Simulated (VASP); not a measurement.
A run of VASP 6.6.1:

The input INCAR:

```
  PREC = Accurate
  ENCUT = 500
  EDIFF = 1E-6
  ISMEAR = 0
  SIGMA = 0.2
  LREAL = False
  LASPH = True
  NELM = 200
  ALGO = Normal
  ISIF = 2
  LWAVE = False
  LCHARG = False
  GGA = PE
  NBANDS = 32
  GGA_COMPAT = False
  LMAXMIX = 6
```

File KPOINTS:

```
regular mesh
0
Gamma
  4 4 2
```

File POSCAR:

```
KNd2Sb3
1.0
    4.6379289247      0.0000000000      0.0000000000
    0.0000000000      4.6379289247      0.0000000000
    0.0000000000      0.0000000000      8.7925700826
K Nd Sb
1 2 3
Direct
    0.0000000000      0.0000000000      0.0000000000
    0.0000000000      0.5000000000      0.6712142747
    0.5000000000      0.0000000000      0.3287857253
    0.5000000000      0.5000000000      0.0000000000
    0.0000000000      0.5000000000      0.3135837580
    0.5000000000      0.0000000000      0.6864162420
```

Potentials or basis: VASP PAW PBE potentials, release 64 (K_sv, Nd_3, Sb), 4f in core.

Launch:

```console
$ cat potpaw_PBE.64/K_sv/POTCAR potpaw_PBE.64/Nd_3/POTCAR potpaw_PBE.64/Sb/POTCAR > POTCAR
$ mpirun -np 1 vasp_std > vasp.out
```

Hardware: 1 thread of Intel(R) Xeon(R) 6975P-C (Granite Rapids) (shared host).

Task: How long does it take, and how much memory?

Result: It took 30 s on 1 thread of Intel(R) Xeon(R) 6975P-C (Granite Rapids), with other jobs on the host, peak memory 0.3 GiB. Counts: scf iterations 13, k points 12.
